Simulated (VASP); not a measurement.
Sb2P3H:

```
CELL_PARAMETERS angstrom
3.26225 0.00000 0.00000
0.00000 3.26225 0.00000
0.00000 0.00000 11.96426
ATOMIC_POSITIONS crystal
Sb 0.50000 0.50000 0.33694
Sb 0.50000 0.50000 0.66306
H 0.50000 0.50000 0.50000
P 0.00000 0.50000 0.12705
P 0.50000 0.00000 0.87295
P 0.00000 0.00000 0.00000
```

The cell was generated, and may not be a known phase.

```yaml
Program: VASP 6.6.1
Task: relaxation of cell and atoms
Functional: PBE
Potentials_or_basis: VASP PAW PBE potentials, release 64 (Sb, H, P)
Cutoff: 600 eV
k_mesh: 6 × 6 × 2
Occupations: gaussian, width 0.1 eV
Spin: no spin polarisation
```

At the start: pressure 0.1 GPa; volume 21.22 Å³/atom.

Task: How do energy, volume and symmetry change on relaxing?

Result: Over 25 steps the energy falls by 58.0 meV/atom and the volume is 24.25 Å³/atom (+14.3 %); space group P-4m2 (No. 115, to 0.1 Å) before and after.

The path:
```
step  energy change (eV)  largest force (eV/Å)  pressure (GPa)  volume (Å³)
   1              0.0000                0.4099            0.09       127.33
   2             -0.0454                0.3699           -0.07       127.53
   3             -0.0989                0.4652           -0.06       127.90
   4             -0.1308                0.3693            0.61       127.94
   5             -0.1437                0.3075            1.62       127.99
   6             -0.1622                0.3724            1.32       129.48
   7             -0.1951                0.6354            0.65       133.98
   8             -0.2448                0.2879           -0.48       136.65
   9             -0.2614                0.3695           -1.61       139.55
  10             -0.2917                0.4255           -1.14       139.25
  11             -0.2979                0.5130           -0.85       139.07
  12             -0.3206                0.0832            0.77       137.11
  13             -0.3210                0.1105            0.57       137.34
  14             -0.3251                0.0742            0.33       138.27
  15             -0.3268                0.0297            0.05       139.44
  16             -0.3300                0.0933           -0.20       140.33
  17             -0.3311                0.2693           -0.68       142.06
  18             -0.3315                0.2105           -0.53       141.48
  19             -0.3333                0.1991           -0.46       141.59
  20             -0.3378                0.1635           -0.27       141.90
  21             -0.3426                0.0851            0.15       142.52
  22             -0.3429                0.0803            0.28       142.70
  23             -0.3453                0.0499            0.29       143.41
  24             -0.3469                0.0855            0.30       144.40
  25             -0.3480                0.0176           -0.06       145.53
```

Final structure:
```
CELL_PARAMETERS angstrom
3.14782 0.00000 0.00000
0.00000 3.14782 0.00000
0.00000 0.00000 14.68688
ATOMIC_POSITIONS crystal
Sb 0.50000 0.50000 0.36450
Sb 0.50000 0.50000 0.63550
H 0.50000 0.50000 0.50000
P 0.00000 0.50000 0.10184
P 0.50000 0.00000 0.89816
P 0.00000 0.00000 0.00000
```

Caveat: a cell axis changed by over 15 % at a fixed basis, so the end point is rough; this functional lacks dispersion, which binds layers or chains, so the pressure and a relaxed spacing across them are unreliable.
